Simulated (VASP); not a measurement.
# MgF2 (P4_2/mnm) in VASP: notebook

Runs on MgF2. Level: PBEsol. Tasks: single point.

All numbers are computed with VASP 6.6.1; they aren't measurements. Logs are shortened: lines on timing, memory, paths and dates and some standing lists are left out, and cuts for length are marked.

## (1) The cell of the first run

It takes space group P4_2/mnm (No. 136, tetragonal). The conventional cell has a = 4.431 Å, b = 4.431 Å, c = 2.953 Å, α = 90.00°, β = 90.00°, γ = 90.00°. Mg (site symmetry mmm) has 6 F at 1.89 to 1.93 Å within 2.5 Å. F (site symmetry m2m) has 3 Mg at 1.89 to 1.93 Å and 1 F at 2.48 Å within 2.5 Å.

## (2) Single point, PBEsol (9.66 Å³/atom)

INCAR reads:

```
  PREC = Accurate
  ENCUT = 600
  EDIFF = 1E-6
  ISMEAR = 0
  SIGMA = 0.02
  LREAL = F
  LASPH = T
  NELM = 120
  ALGO = Normal
  ISIF = 2
  LWAVE = F
  LCHARG = F
  GGA = PS
  NBANDS = 25
  GGA_COMPAT = F
```

KPOINTS reads:

```
Automatic mesh
0
Gamma
  6 6 8
```

POSCAR reads:

```
MgF2
1.0
    4.4309936882      0.0000000000      0.0000000000
    0.0000000000      4.4309936882      0.0000000000
    0.0000000000      0.0000000000      2.9533978926
Mg F
2 4
Direct
    0.0000000000      0.0000000000      0.0000000000
    0.5000000000      0.5000000000      0.5000000000
    0.3017770148      0.3017770148      0.0000000000
    0.1982229852      0.8017770148      0.5000000000
    0.6982229852      0.6982229852      0.0000000000
    0.8017770148      0.1982229852      0.5000000000
```

Potentials or basis: VASP PAW PBE potentials, release 64 (Mg, F).

On the command line:

```sh
> cat potpaw_PBE.64/Mg/POTCAR potpaw_PBE.64/F/POTCAR > POTCAR
> mpirun -np 1 vasp_std > vasp.out
```

OUTCAR:

```text
PREC = Accurate
   ENCUT = 600
   EDIFF = 1E-6
   ISMEAR = 0
   LREAL = F
   LASPH = T
   NELM = 120
   ISIF = 2
   GGA = PS

 ion  position               nearest neighbor table
   1  0.000  0.000  0.000-   3 1.89   5 1.89   4 1.93   6 1.93   4 1.93   6 1.93   2 3.46   2 3.46
                             2 3.46   2 3.46   2 3.46   2 3.46   2 3.46   2 3.46
   2  0.500  0.500  0.500-   4 1.89   6 1.89   5 1.93   3 1.93   3 1.93   5 1.93   1 3.46   1 3.46
                             1 3.46   1 3.46   1 3.46   1 3.46   1 3.46   1 3.46
   3  0.302  0.302  0.000-   1 1.89   2 1.93   2 1.93
   4  0.198  0.802  0.500-   2 1.89   1 1.93   1 1.93
   5  0.698  0.698  0.000-   1 1.89   2 1.93   2 1.93
   6  0.802  0.198  0.500-   2 1.89   1 1.93   1 1.93

  LATTYP: Found a simple tetragonal cell.
 ALAT       =     4.4309936882
 C/A-ratio  =     0.6665317309

  Lattice vectors:

 A1 = (   4.4309936882,   0.0000000000,   0.0000000000)
 A2 = (   0.0000000000,   4.4309936882,   0.0000000000)
 A3 = (   0.0000000000,   0.0000000000,   2.9533978926)

Analysis of symmetry for initial positions (statically):
=====================================================================
 Subroutine PRICEL returns:
 Original cell was already a primitive cell.

 Routine SETGRP: Setting up the symmetry group for a
 simple tetragonal supercell.

 Subroutine GETGRP returns: Found 16 space group operations
 (whereof  8 operations were pure point group operations)
 out of a pool of 16 trial point group operations.

The static configuration has the point symmetry D_2h.
 The point group associated with its full space group is D_4h.

Analysis of symmetry for dynamics (positions and initial velocities):
=====================================================================
 Subroutine PRICEL returns:
 Original cell was already a primitive cell.

 Routine SETGRP: Setting up the symmetry group for a
 simple tetragonal supercell.

 Subroutine GETGRP returns: Found 16 space group operations
 (whereof  8 operations were pure point group operations)
 out of a pool of 16 trial point group operations.

The dynamic configuration has the point symmetry D_2h.
 The point group associated with its full space group is D_4h.

 Subroutine INISYM returns: Found 16 space group operations
 (whereof  8 operations are pure point group operations),
 and found     1 'primitive' translations

----------------------------------------------------------------------------------------

                                     Primitive cell

  volume of cell :      57.9861

  direct lattice vectors                    reciprocal lattice vectors
[... 102 lines left out ...]
   ISYM   =      2    0-nonsym 1-usesym 2-fastsym
   POTIM  = 0.5000    time-step for ionic-motion
   TEBEG  =    0.0;   TEEND  =   0.0 temperature during run
   PSTRESS=    0.0 pullay stress
   NELECT =      32.0000    total number of electrons
   NUPDOWN=      -1.0000    fix difference up-down
   EMIN   =  10.00;   EMAX   =-10.00  energy-range for DOS
   EFERMI =   0.00;   METHOD = LEGACY
   ISMEAR =     0;   SIGMA  =   0.02  broadening in eV -4-tet -1-fermi 0-gaus
   EFERMI_NEDOS =   21; number of points for ismear=-14 and -15
   IALGO  =     38    algorithm
   IMIX   =      4    mixing-type and parameters
     AMIX     =   0.40;   BMIX     =  1.00
     AMIX_MAG =   1.60;   BMIX_MAG =  1.00
  volume/ion in A,a.u.               =       9.66        65.22
  Fermi-wavevector in a.u.,A,eV,Ry     =   1.342817  2.537556 24.533438  1.803157
  Thomas-Fermi vector in A             =   2.470940
   LORBIT       =      0    0 simple, 1 ext, 2 COOP (PROOUT), +10 PAW based schemes
   GGA     = PS    functional components
   LHFCALC =     F    Hartree Fock is set to
   AEXX    =    0.0000 exact exchange contribution
   IVDW    =     0    specifies the selected vdW correction
   LEPSILON=     F    determine dielectric tensor
   LRPA    =     F    only Hartree local field effects (RPA)
 non-spin polarized calculation
 Gauss-broadening in eV      SIGMA  =   0.02
  energy-cutoff  :      600.00
  volume of cell :       57.99
 maximum number of plane-waves:      1992
 NGX is ok and might be reduce to    36
   NGX = 17   NGY = 17   NGZ = 11

 number of electron      31.9999988 magnetization

 Free energy of the ion-electron system (eV)
  ---------------------------------------------------
  ext. energy  EPLUGINS =         0.00000000
  ---------------------------------------------------
  free energy    TOTEN  =       -32.26287371 eV

  energy without entropy =      -32.26287371  energy(sigma->0) =      -32.26287371

 E-fermi :  -0.3341     XC(G=0): -10.6019

 val. band max:       -0.5250618374   @ k =   0.0000   0.0000   0.0000
 cond. band min:       7.2275550696   @ k =   0.0000   0.0000   0.0000
 fundamental gap:      7.7526169070
 Fermi energy:        -0.3341020162

 k-point     1 :       0.0000    0.0000    0.0000
  band No.  band energies     occupation
      1     -21.6607      2.00000
      2     -20.5772      2.00000
      3     -20.5772      2.00000
      4     -20.4500      2.00000
      5      -5.1218      2.00000
      6      -3.6016      2.00000
[... 661 lines left out ...]
     24      16.8490      0.00000
     25      18.0305      0.00000

 [... further k-points ...]

------------------------ aborting loop because EDIFF is reached ----------------------------------------

  FORCE on cell =-STRESS in cart. coord.  units (eV):
  Direction    XX          YY          ZZ          XY          YZ          ZX
  --------------------------------------------------------------------------------------
  -------------------------------------------------------------------------------------
  Total        5.6804051      5.6804051      5.6609117     -0.0000000      0.0000000      0.0000000
  in kB      156.9515699    156.9515699    156.4129623     -0.0000000      0.0000000      0.0000000
  external PRESSURE =     156.7720340 kB  Pullay stress =       0.0000000 kB

 VOLUME and BASIS-vectors are now :
 -----------------------------------------------------------------------------
  energy-cutoff  :      600.00
  volume of cell :       57.99
      direct lattice vectors                 reciprocal lattice vectors
     4.430993688  0.000000000  0.000000000     0.225683012  0.000000000  0.000000000
     0.000000000  4.430993688  0.000000000     0.000000000  0.225683012  0.000000000
     0.000000000  0.000000000  2.953397893     0.000000000  0.000000000  0.338593050

 POSITION                                       TOTAL-FORCE (eV/Angst)
 -----------------------------------------------------------------------------------
      0.00000      0.00000      0.00000         0.000000      0.000000      0.000000
      2.21550      2.21550      1.47670         0.000000      0.000000      0.000000
      1.33717      1.33717      0.00000         0.000490      0.000490     -0.000000
      0.87832      3.55267      1.47670        -0.000490      0.000490     -0.000000
      3.09382      3.09382      0.00000        -0.000490     -0.000490      0.000000
      3.55267      0.87832      1.47670         0.000490     -0.000490      0.000000
 -----------------------------------------------------------------------------------
    total drift:                                0.000000     -0.000000     -0.000000

  FREE ENERGIE OF THE ION-ELECTRON SYSTEM (eV)
  ---------------------------------------------------
  free  energy   TOTEN  =       -32.2628737073 eV

  energy  without entropy=      -32.2628737073  energy(sigma->0) =      -32.26287371
```

OSZICAR:

```text
N       E                     dE             d eps       ncg     rms          rms(c)
DAV:   1     0.184393001703E+03    0.18439E+03   -0.19731E+04  2612   0.137E+03
DAV:   2    -0.259754008158E+02   -0.21037E+03   -0.20354E+03  3037   0.311E+02
DAV:   3    -0.343930351109E+02   -0.84176E+01   -0.83948E+01  3261   0.587E+01
DAV:   4    -0.344380900073E+02   -0.45055E-01   -0.45051E-01  2763   0.486E+00
DAV:   5    -0.344383007870E+02   -0.21078E-03   -0.21078E-03  3199   0.326E-01    0.919E+00
DAV:   6    -0.322485252277E+02    0.21898E+01   -0.62990E+00  2817   0.186E+01    0.283E+00
DAV:   7    -0.322471445547E+02    0.13807E-02   -0.88448E-02  2743   0.200E+00    0.183E+00
DAV:   8    -0.322627259307E+02   -0.15581E-01   -0.35335E-02  2692   0.198E+00    0.207E-01
DAV:   9    -0.322625593965E+02    0.16653E-03   -0.11829E-03  3223   0.258E-01    0.723E-02
DAV:  10    -0.322628749620E+02   -0.31557E-03   -0.30407E-04  2649   0.122E-01    0.176E-02
DAV:  11    -0.322628736970E+02    0.12650E-05   -0.69665E-06  3137   0.227E-02    0.425E-03
DAV:  12    -0.322628737073E+02   -0.10290E-07   -0.77569E-07  1868   0.731E-03
   1 F= -.32262874E+02 E0= -.32262874E+02  d E =-.100226E-43
```

stdout:

```text
POSCAR found type information on POSCAR MgF
 POSCAR found :  2 types and       6 ions
 scaLAPACK will be used
 -----------------------------------------------------------------------------
|                                                                             |
|                                                                             |
|     You enforced a specific xc type in the INCAR file but a different       |
|     I HOPE YOU KNOW WHAT YOU ARE DOING!                                     |
|                                                                             |
 -----------------------------------------------------------------------------

 LDA part: xc-table for (Slater+PW92), standard interpolation
 POSCAR, INCAR and KPOINTS ok, starting setup
 FFT: planning ... GRIDC
 FFT: planning ... GRID_SOFT
 FFT: planning ... GRID
 WAVECAR not read
 entering main loop
```

Wall time 69 s (1 thread of Oxide Virtual Turin-like, shared host); peak memory 0.19 GiB.

Results:

```
Free energy            : -32.2629 eV
Pressure               : 15.7 GPa
Band gap on the k mesh : 7.75 eV
```

Caveat: the cell stands under pressure; the PAW data sets were made with another functional, which shifts forces and pressure a little. A k mesh can miss the band edges.

## (3) Single point, PBEsol (9.99 Å³/atom)

This run uses another cell than the first one, of 9.99 Å³/atom.

INCAR reads:

```
SYSTEM = MgF2
ALGO     = Normal         ! electronic algorithm
EDIFF    = 1E-6           ! SCF threshold, eV
ENCUT    = 600            ! plane-wave cutoff, eV
GGA      = PS             ! functional
GGA_COMPAT= .FALSE.      
ISIF     = 2              ! what is computed and relaxed
ISMEAR   = 0              ! smearing method
LASPH    = .TRUE.         ! aspherical terms in the spheres
LCHARG   = .TRUE.         ! write CHGCAR
LELF     = .TRUE.         ! ELF
LREAL    = .FALSE.        ! projectors in reciprocal space
LVHAR    = .TRUE.       
LWAVE    = .FALSE.        ! write WAVECAR
NBANDS   = 25             ! bands
NELM     = 120            ! most SCF steps
PREC     = Accurate       ! precision mode
SIGMA    = 0.02           ! smearing width, eV
```

KPOINTS reads:

```
k-points
0
G
  6 6 8
  0 0 0
```

POSCAR reads:

```
MgF2
1.0
    4.4838323505      0.0000000000      0.0000000000
    0.0000000000      4.4838323505      0.0000000000
    0.0000000000      0.0000000000      2.9825258161
Mg F
2 4
Direct
    0.0000000000      0.0000000000      0.0000000000
    0.5000000000      0.5000000000      0.5000000000
    0.3020850626      0.3020850626      0.0000000000
    0.1979149374      0.8020850626      0.5000000000
    0.6979149374      0.6979149374      0.0000000000
    0.8020850626      0.1979149374      0.5000000000
```

Potentials or basis: VASP PAW PBE potentials, release 64 (Mg, F).

On the command line:

```sh
> cat potpaw_PBE.64/Mg/POTCAR potpaw_PBE.64/F/POTCAR > POTCAR
> mpirun -np 1 vasp_std > vasp.out
```

It took 76 s on 1 thread of Oxide Virtual Turin-like, shared host; peak memory 0.19 GiB.

The run converged. Its results:

```yaml
Free_energy: -32.4308 eV
Pressure: 10.4 GPa
Band_gap_on_the_k_mesh: 7.51 eV
```

Levels at points of the mesh, in eV from the valence-band top:
```
           k point  band 13  band 14  band 15  band 16  band 17  band 18  band 19  band 20
(0.00, 0.00, 0.00)    -0.75    -0.33    -0.33     0.00     7.51    12.59    12.59    13.92
(0.50, 0.00, 0.00)    -1.06    -1.06    -0.42    -0.42    10.02    10.02    13.88    13.88
(0.50, 0.50, 0.00)    -1.04    -1.04    -0.89    -0.89    11.72    11.72    11.97    11.97
(0.00, 0.00, 0.50)    -1.36    -1.36    -0.97    -0.97    12.35    12.35    15.30    15.30
(0.50, 0.00, 0.50)    -0.81    -0.81    -0.75    -0.75    13.21    13.21    14.10    14.10
(0.50, 0.50, 0.50)    -0.70    -0.70    -0.51    -0.51    13.58    13.58    14.08    14.08
```

Caveat: the cell stands under pressure; the PAW data sets were made with another functional, which shifts forces and pressure a little. A k mesh can miss the band edges.

## (4) Single point, PBEsol (10.32 Å³/atom)

This run uses another cell than the first one, of 10.32 Å³/atom.

INCAR reads:

```
SYSTEM = MgF2
ALGO = Normal ; EDIFF = 1E-6
ENCUT = 600 ; GGA = PS
GGA_COMPAT = .False. ; ISIF = 2
ISMEAR = 0 ; LASPH = .True.
LCHARG = .False. ; LREAL = .False.
LWAVE = .False. ; NBANDS = 25
NELM = 120 ; PREC = Accurate
SIGMA = 0.02
```

KPOINTS reads:

```
k-points
0
Gamma
  6 6 8
  0 0 0
```

POSCAR reads:

```
MgF2
1.0
    4.5361519697      0.0000000000      0.0000000000
    0.0000000000      4.5361519697      0.0000000000
    0.0000000000      0.0000000000      3.0101921113
Mg F
2 4
Direct
    0.0000000000      0.0000000000      0.0000000000
    0.5000000000      0.5000000000      0.5000000000
    0.3024383948      0.3024383948      0.0000000000
    0.1975616052      0.8024383948      0.5000000000
    0.6975616052      0.6975616052      0.0000000000
    0.8024383948      0.1975616052      0.5000000000
```

On the command line:

```sh
> cat potpaw_PBE.64/Mg/POTCAR potpaw_PBE.64/F/POTCAR > POTCAR
> mpirun -np 1 vasp_std > vasp.out
```

It took 70 s on 1 thread of Oxide Virtual Turin-like, shared host; peak memory 0.19 GiB.

Results (log left out):

| Quantity | Value |
| --- | --- |
| Free energy | -32.5388 eV |
| Pressure | 6.0 GPa |
| Band gap on the k mesh | 7.28 eV |

Forces on the atoms (eV/Å):
```
Mg   0.000  0.000  0.000
Mg   0.000  0.000  0.000
F    0.002  0.002  0.000
F   -0.002  0.002  0.000
F   -0.002 -0.002  0.000
F    0.002 -0.002  0.000
```

Levels at points of the mesh, in eV from the valence-band top:
| k point | band 14 | band 15 | band 16 | band 17 | band 18 | band 19 |
| --- | --- | --- | --- | --- | --- | --- |
| (0.00, 0.00, 0.00) | -0.33 | -0.33 | 0.00 | 7.28 | 12.38 | 12.38 |
| (0.50, 0.00, 0.00) | -1.03 | -0.41 | -0.41 | 9.75 | 9.75 | 13.66 |
| (0.50, 0.50, 0.00) | -1.01 | -0.85 | -0.85 | 11.48 | 11.48 | 11.62 |
| (0.00, 0.00, 0.50) | -1.29 | -0.93 | -0.93 | 12.08 | 12.08 | 15.08 |
| (0.50, 0.00, 0.50) | -0.78 | -0.72 | -0.72 | 12.95 | 12.95 | 13.79 |
| (0.50, 0.50, 0.50) | -0.66 | -0.50 | -0.50 | 13.40 | 13.40 | 13.72 |

Caveat: the cell stands under pressure; the PAW data sets were made with another functional, which shifts forces and pressure a little. A k mesh can miss the band edges.

(Continued in part 2 of 2.)
